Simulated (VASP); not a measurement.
Set up this calculation in VASP 6.6.1, as the native input.

```
Task                   : single point
Functional             : PBE
Potentials or basis    : VASP PAW PBE potentials, release 64 (Ir)
Cutoff                 : 520 eV
k mesh                 : 4 × 4 × 1
Occupations            : gaussian, width 0.1 eV
Spin                   : no spin polarisation
Dipole correction      : yes
Further INCAR settings : LREAL = Auto; ALGO = Fast; EDIFF = 1e-06; NBANDS = 86
```

The structure of Ir lies in POSCAR:

```
Ir
1.0
    5.4739356049      0.0000000000      0.0000000000
    0.0000000000      5.4739356049      0.0000000000
    0.0000000000      0.0000000000     26.4961854790
Ir
16
Direct
    0.2500000000      0.2500000000      0.3019302536
    0.2500000000      0.7500000000      0.3019302536
    0.7500000000      0.2500000000      0.3019302536
    0.7500000000      0.7500000000      0.3019302536
    0.5000000000      0.5000000000      0.3749720314
    0.5000000000      0.0000000000      0.3749720314
    0.0000000000      0.5000000000      0.3749720314
    0.0000000000      0.0000000000      0.3749720314
    0.7503210503      0.7505665593      0.4484317580
    0.7510496815      0.2487008514      0.4485280760
    0.2481909560      0.7515503675      0.4485190340
    0.2477011377      0.2486750143      0.4485099425
    0.0044085216      0.0008602727      0.5207955479
    0.0009313051      0.5000208293      0.5171090000
    0.5004824204      0.0000228775      0.5173248564
    0.5012440145      0.5002317798      0.5180501184
```

One way to write it, as run:

INCAR

```
SYSTEM = Ir
ALGO     = Fast           ! electronic algorithm
DIPOL    = 0.5 0.5 0.411
EDIFF    = 1E-6           ! SCF threshold, eV
ENCUT    = 520            ! plane-wave cutoff, eV
GGA      = PE             ! functional
IDIPOL   = 3            
ISIF     = 2              ! what is computed and relaxed
ISMEAR   = 0              ! smearing method
LASPH    = .True.         ! aspherical terms in the spheres
LCHARG   = .True.         ! write CHGCAR
LDIPOL   = .True.       
LELF     = .True.         ! ELF
LREAL    = Auto         
LVACPOTAV= .True.       
LVHAR    = .True.       
LWAVE    = .False.        ! write WAVECAR
NBANDS   = 86             ! bands
NELM     = 60             ! most SCF steps
PREC     = Accurate       ! precision mode
SIGMA    = 0.1            ! smearing width, eV
```

KPOINTS

```
k-points
0
Gamma
  4 4 1
  0 0 0
```

Potentials or basis: VASP PAW PBE potentials, release 64 (Ir).

Run with:

```console
$ cat potpaw_PBE.64/Ir/POTCAR > POTCAR
$ mpirun -np 1 vasp_std > vasp.out
```

Results of the run:

The largest force is 0.916 eV/Å and the band gap on the k mesh is zero (bands 72 and 73 overlap by 0.85 eV).

Caveat: spin-orbit coupling is left out, which moves the levels of the heavy elements.

It took 27 min on 1 thread of Intel(R) Xeon(R) Platinum 8488C (Sapphire Rapids), with other jobs on the host, peak memory 0.92 GiB.
